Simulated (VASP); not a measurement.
# AlN (Cmcm) in VASP: a series of runs

Runs on AlN. Level: PBE. Tasks: single point.

Everything below comes from runs of VASP 6.6.1. Logs are shortened: lines on timing, memory, paths and dates and some standing lists are left out, and cuts for length are marked.

## 1. The cell of the first run

It takes space group Cmcm (No. 63, orthorhombic). Conventional cell: a = 4.172 Å, b = 4.172 Å, c = 4.172 Å, α = 90.00°, β = 90.00°, γ = 90.00°. Within 2.7 Å of Al (site symmetry m2m) lie 6 N at 2.01 to 2.16 Å. Within 2.7 Å of N (site symmetry m2m) lie 6 Al at 2.01 to 2.16 Å.

## 2. Single point, PBE

File INCAR:

```
PREC = Accurate
ENCUT = 520
EDIFF = 1E-7
ISMEAR = 0
SIGMA = 0.05
LREAL = F
LASPH = T
NELM = 60
ALGO = Normal
ISIF = 2
LWAVE = F
LCHARG = F
GGA = PE
NBANDS = 16
```

File KPOINTS:

```
regular mesh
0
Gamma
  8 8 6
```

File POSCAR:

```
AlN
1.0
    0.0000000000     -2.0861995362     -2.0861995362
    0.0000000000      2.0861995362     -2.0861995362
    4.1723990723      0.0000000000      0.0000000000
Al N
2 2
Direct
    0.5289881188      0.4710118812      0.0000000000
   -0.0289881188      0.0289881188      0.5000000000
    0.4894833559      0.5105166441      0.5000000000
    0.0105166441      0.9894833559      0.0000000000
```

Potentials or basis: VASP PAW PBE potentials, release 64 (Al, N).

Launch:

```console
$ cat potpaw_PBE.64/Al/POTCAR potpaw_PBE.64/N/POTCAR > POTCAR
$ mpirun -np 1 vasp_std > vasp.out
```

OUTCAR:

```text
PREC = Accurate
   ENCUT = 520
   EDIFF = 1E-7
   ISMEAR = 0
   LREAL = F
   LASPH = T
   NELM = 60
   ISIF = 2
   GGA = PE

 ion  position               nearest neighbor table
   1  0.529  0.471  0.000-   4 2.01   4 2.09   4 2.09   3 2.09   3 2.09   4 2.16   2 2.78   2 2.78
                             2 2.96   2 2.96   2 2.96   2 2.96   2 3.13   2 3.13
   2  0.971  0.029  0.500-   3 2.01   3 2.09   3 2.09   4 2.09   4 2.09   3 2.16   1 2.78   1 2.78
                             1 2.96   1 2.96   1 2.96   1 2.96   1 3.13   1 3.13
   3  0.489  0.511  0.500-   2 2.01   2 2.09   2 2.09   1 2.09   1 2.09   2 2.16
   4  0.011  0.989  0.000-   1 2.01   1 2.09   1 2.09   2 2.09   2 2.09   1 2.16

  LATTYP: Found a simple tetragonal cell.
 ALAT       =     2.9503316779
 C/A-ratio  =     1.4142135623

  Lattice vectors:

 A1 = (   0.0000000000,  -2.0861995362,  -2.0861995362)
 A2 = (   0.0000000000,   2.0861995362,  -2.0861995362)
 A3 = (   4.1723990723,   0.0000000000,   0.0000000000)

Analysis of symmetry for initial positions (statically):
=====================================================================
 Subroutine PRICEL returns:
 Original cell was already a primitive cell.

 Routine SETGRP: Setting up the symmetry group for a
 simple tetragonal supercell.

 Subroutine GETGRP returns: Found  8 space group operations
 (whereof  4 operations were pure point group operations)
 out of a pool of 16 trial point group operations.

The static configuration has the point symmetry C_2v.
 The point group associated with its full space group is D_2h.

Analysis of symmetry for dynamics (positions and initial velocities):
=====================================================================
 Subroutine PRICEL returns:
 Original cell was already a primitive cell.

 Routine SETGRP: Setting up the symmetry group for a
 simple tetragonal supercell.

 Subroutine GETGRP returns: Found  8 space group operations
 (whereof  4 operations were pure point group operations)
 out of a pool of 16 trial point group operations.

The dynamic configuration has the point symmetry C_2v.
 The point group associated with its full space group is D_2h.

 Subroutine INISYM returns: Found  8 space group operations
 (whereof  4 operations are pure point group operations),
 and found     1 'primitive' translations

----------------------------------------------------------------------------------------

[... 94 lines left out ...]
   ENCUT  =  520.0 eV  38.22 Ry    6.18 a.u.   5.49  5.49  7.76*2*pi/ulx,y,z
   NELM   =     60;   NELMIN=  2; NELMDL= -5     # of ELM steps
   EDIFF  = 0.1E-06   stopping-criterion for ELM
   LREAL  =      F    real-space projection
   EDIFFG = 0.1E-05   stopping-criterion for IOM
   NSW    =      0    number of steps for IOM
   IBRION =     -1    ionic relax: 0-MD 1-quasi-New 2-CG
   NFREE  =      0    steps in history (QN), initial steepest desc. (CG)
   ISIF   =      2    stress and relaxation
   ISYM   =      2    0-nonsym 1-usesym 2-fastsym
   POTIM  = 0.5000    time-step for ionic-motion
   TEBEG  =    0.0;   TEEND  =   0.0 temperature during run
   PSTRESS=    0.0 pullay stress
   NELECT =      16.0000    total number of electrons
   NUPDOWN=      -1.0000    fix difference up-down
   EMIN   =  10.00;   EMAX   =-10.00  energy-range for DOS
   EFERMI =   0.00;   METHOD = LEGACY
   ISMEAR =     0;   SIGMA  =   0.05  broadening in eV -4-tet -1-fermi 0-gaus
   EFERMI_NEDOS =   21; number of points for ismear=-14 and -15
   IALGO  =     38    algorithm
   IMIX   =      4    mixing-type and parameters
     AMIX     =   0.40;   BMIX     =  1.00
     AMIX_MAG =   1.60;   BMIX_MAG =  1.00
  volume/ion in A,a.u.               =       9.08        61.27
  Fermi-wavevector in a.u.,A,eV,Ry     =   1.245678  2.353989 21.112332  1.551713
  Thomas-Fermi vector in A             =   2.379889
   LORBIT       =      0    0 simple, 1 ext, 2 COOP (PROOUT), +10 PAW based schemes
   GGA     = PE    functional components
   LHFCALC =     F    Hartree Fock is set to
   AEXX    =    0.0000 exact exchange contribution
   IVDW    =     0    specifies the selected vdW correction
   LEPSILON=     F    determine dielectric tensor
   LRPA    =     F    only Hartree local field effects (RPA)
 non-spin polarized calculation
 Gauss-broadening in eV      SIGMA  =   0.05
  energy-cutoff  :      520.00
  volume of cell :       36.32
 maximum number of plane-waves:      1003
 NGX is ok and might be reduce to    24
   NGX = 11   NGY = 11   NGZ = 15

 number of electron      16.0000001 magnetization

 Free energy of the ion-electron system (eV)
  ---------------------------------------------------
  ext. energy  EPLUGINS =         0.00000000
  ---------------------------------------------------
  free energy    TOTEN  =       -28.81843060 eV

  energy without entropy =      -28.81843060  energy(sigma->0) =      -28.81843060

 E-fermi :   9.0558     XC(G=0): -11.8502

 val. band max:        8.7986862147   @ k =   0.0000   0.0000   0.0000
 cond. band min:      12.4625922989   @ k =   0.5000   0.5000   0.0000
 fundamental gap:      3.6639060842
 Fermi energy:         9.0557867061

 k-point     1 :       0.0000    0.0000    0.0000
  band No.  band energies     occupation
      1      -7.9484      2.00000
      2      -4.2057      2.00000
      3       2.0227      2.00000
      4       6.2201      2.00000
      5       6.2342      2.00000
      6       8.7300      2.00000
[... 433 lines left out ...]
      3       2.4810      2.00000
      4       4.6007      2.00000
      5       5.2302      2.00000
      6       6.8211      2.00000
[... 8 lines left out ...]
     15      20.8581      0.00000
     16      22.0035      0.00000

 [... further k-points ...]
[... 5 lines left out ...]
  --------------------------------------------------------------------------------------
  -------------------------------------------------------------------------------------
  Total       -3.3332491     -3.1280889     -3.8425457      0.0000000      0.0000000      0.0000000
  in kB     -147.0451934   -137.9946162   -169.5126430      0.0000000      0.0000000      0.0000000
  external PRESSURE =    -151.5174842 kB  Pullay stress =       0.0000000 kB

 VOLUME and BASIS-vectors are now :
 -----------------------------------------------------------------------------
  energy-cutoff  :      520.00
  volume of cell :       36.32
      direct lattice vectors                 reciprocal lattice vectors
     0.000000000 -2.086199536 -2.086199536     0.000000000 -0.239670267 -0.239670267
     0.000000000  2.086199536 -2.086199536     0.000000000  0.239670267 -0.239670267
     4.172399072  0.000000000  0.000000000     0.239670267  0.000000000  0.000000000

 POSITION                                       TOTAL-FORCE (eV/Angst)
 -----------------------------------------------------------------------------------
      0.00000     -0.12095     -2.08620         0.000000      0.981272      0.000000
      2.08620     -1.96525     -2.08620         0.000000     -0.981272      0.000000
      2.08620      0.04388     -2.08620         0.000000     -0.351323      0.000000
      0.00000      2.04232     -2.08620         0.000000      0.351323      0.000000
 -----------------------------------------------------------------------------------
    total drift:                               -0.000000     -0.000000      0.000000

  FREE ENERGIE OF THE ION-ELECTRON SYSTEM (eV)
  ---------------------------------------------------
  free  energy   TOTEN  =       -28.8184306013 eV

  energy  without entropy=      -28.8184306013  energy(sigma->0) =      -28.81843060
```

Wall time 28 s (1 thread of AMD EPYC 9R14 (Zen 4), shared host); peak memory 0.14 GiB.

Results:

```
Free energy            : -28.8184 eV
Pressure               : -15.2 GPa
Largest force          : 0.981 eV/Å
Band gap on the k mesh : 3.66 eV, indirect (least direct gap 3.74 eV)
```

Forces on the atoms (eV/Å):
```
Al   0.000  0.981  0.000
Al   0.000 -0.981  0.000
N    0.000 -0.351  0.000
N    0.000  0.351  0.000
```

Stress tensor (GPa, compression positive):
```
-14.70   0.00   0.00
  0.00 -13.80   0.00
  0.00   0.00 -16.95
```

A k mesh can miss the band edges.

## 3. Single point, PBE

File INCAR:

```
SYSTEM = AlN
ALGO = Normal
EDIFF = 1E-6
ENCUT = 520
GGA = PE
ISIF = 2
ISMEAR = 0
LASPH = .TRUE.
LCHARG = .TRUE.
LELF = .TRUE.
LREAL = .FALSE.
LVHAR = .TRUE.
LWAVE = .FALSE.
NBANDS = 16
NELM = 80
PREC = Accurate
SIGMA = 0.05
```

File KPOINTS:

```
k-points
0
G
  8 8 6
  0 0 0
```

File POSCAR:

```
AlN
1.0
    0.0000000000     -2.0861995362     -2.0861995362
    0.0000000000      2.0861995362     -2.0861995362
    4.1723990723      0.0000000000      0.0000000000
Al N
2 2
Direct
    0.5173928713      0.4826071287      0.0000000000
   -0.0173928713      0.0173928713      0.5000000000
    0.4936900135      0.5063099865      0.5000000000
    0.0063099865      0.9936900135      0.0000000000
```

Potentials or basis: VASP PAW PBE potentials, release 64 (Al, N).

Launch:

```console
$ cat potpaw_PBE.64/Al/POTCAR potpaw_PBE.64/N/POTCAR > POTCAR
$ mpirun -np 1 vasp_std > vasp.out
```

Wall time 27 s (1 thread of AMD EPYC 9R14 (Zen 4), shared host); peak memory 0.14 GiB.

Results (log left out):

* Free energy: -28.9036 eV
* Pressure: -15.9 GPa
* Largest force: 0.576 eV/Å
* Band gap on the k mesh: 3.71 eV

Forces in eV/Å, atoms in the order of the input:
```
Al   0.000  0.576  0.000
Al   0.000 -0.576  0.000
N    0.000 -0.219  0.000
N    0.000  0.219  0.000
```

Stress tensor (GPa, compression positive):
```
-15.73   0.00   0.00
  0.00 -15.39   0.00
  0.00   0.00 -16.53
```

Levels at points of the mesh, in eV from the valence-band top:
```csv
k point,band 5,band 6,band 7,band 8,band 9,band 10,band 11,band 12
"(0.00, 0.00, 0.00)",-2.56,-0.02,-0.01,0.00,3.74,4.36,5.43,11.60
"(0.50, 0.00, 0.00)",-3.77,-3.74,-0.98,-0.96,7.56,7.76,9.23,9.42
"(0.50, 0.50, 0.00)",-2.57,-2.57,-2.56,-2.56,3.71,3.73,5.40,5.44
"(0.00, 0.00, 0.50)",-1.48,-1.48,-1.48,-1.48,6.65,6.65,7.47,7.47
"(0.50, 0.00, 0.50)",-0.92,-0.92,-0.91,-0.91,5.53,5.53,10.23,10.23
"(0.50, 0.50, 0.50)",-5.21,-5.21,-3.68,-3.68,7.12,7.12,10.12,10.12
```

A k mesh can miss the band edges.

## 4. Single point, PBE

File INCAR:

```
SYSTEM = AlN
  ALGO = Normal
  EDIFF = 1E-6
  ENCUT = 520
  GGA = PE
  ISIF = 2
  ISMEAR = 0
  LASPH = .TRUE.
  LCHARG = .FALSE.
  LREAL = .FALSE.
  LWAVE = .FALSE.
  NBANDS = 16
  NELM = 100
  PREC = Accurate
  SIGMA = 0.05
```

KPOINTS is that of step 3.

File POSCAR:

```
AlN
1.0
    0.0000000000     -2.0861995362     -2.0861995362
    0.0000000000      2.0861995362     -2.0861995362
    4.1723990723      0.0000000000      0.0000000000
Al N
2 2
Direct
    0.5231904950      0.4768095050      0.0000000000
   -0.0231904950      0.0231904950      0.5000000000
    0.4915866847      0.5084133153      0.5000000000
    0.0084133153      0.9915866847      0.0000000000
```

Launch:

```console
$ cat potpaw_PBE.64/Al/POTCAR potpaw_PBE.64/N/POTCAR > POTCAR
$ mpirun -np 1 vasp_std > vasp.out
```

Wall time 25 s (1 thread of AMD EPYC 9R14 (Zen 4), shared host); peak memory 0.14 GiB.

The run converged. Its results:

| Property | Result |
| --- | --- |
| Free energy | -28.8665 eV |
| Pressure | -15.6 GPa |
| Largest force | 0.775 eV/Å |
| Band gap on the k mesh | 3.69 eV, indirect (least direct gap 3.74 eV) |

Forces on the atoms (eV/Å):
```
Al   0.000  0.775  0.000
Al   0.000 -0.775  0.000
N    0.000 -0.287  0.000
N    0.000  0.287  0.000
```

Stress tensor (GPa, compression positive):
```
-15.29   0.00   0.00
  0.00 -14.69   0.00
  0.00   0.00 -16.72
```

Levels at points of the mesh, in eV from the valence-band top:
```csv
k point,band 6,band 7,band 8,band 9,band 10,band 11
"(0.00, 0.00, 0.00)",-0.04,-0.02,0.00,3.74,4.34,5.43
"(0.50, 0.00, 0.00)",-3.74,-0.99,-0.96,7.51,7.78,9.18
"(0.50, 0.50, 0.00)",-2.57,-2.56,-2.56,3.69,3.73,5.36
"(0.00, 0.00, 0.50)",-1.49,-1.48,-1.48,6.65,6.65,7.45
"(0.50, 0.00, 0.50)",-0.92,-0.91,-0.91,5.51,5.51,10.20
"(0.50, 0.50, 0.50)",-5.21,-3.68,-3.68,7.10,7.10,10.07
```

A k mesh can miss the band edges.

(Part 1 of 2 ends here.)
